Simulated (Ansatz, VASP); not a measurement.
**Si: VASP beside Ansatz**

```
Si
1.0
     0.00000    1.82786    1.82786
     1.82786    0.00000    1.82786
     1.82786    1.82786    0.00000
Si
1
Direct
  0.00000 0.00000 0.00000
```

Alike in both runs: task single point; functional LDA; k mesh 16 × 16 × 16; occupations fermi-dirac, width 0.1 eV; no spin polarisation.

```csv
,VASP,Ansatz
version,VASP 6.6.1,Ansatz 0.2.0
potentials or method,"VASP PAW LDA potentials, release 64 (Si), cutoff 520 eV","plane waves (420 eV) with PAW, scalar-relativistic"
valence electrons in the cell,4,4
```

Ansatz gave:

* pressure (GPa): 15.6

Problem. Which values does VASP return?

Solution. Pressure (GPa): 15.7.

Ansatz warns that its potentials were made for another functional, while VASP's fit it. LDA's correlation is that of Perdew and Zunger in VASP and of Perdew and Wang (1992) in Ansatz.
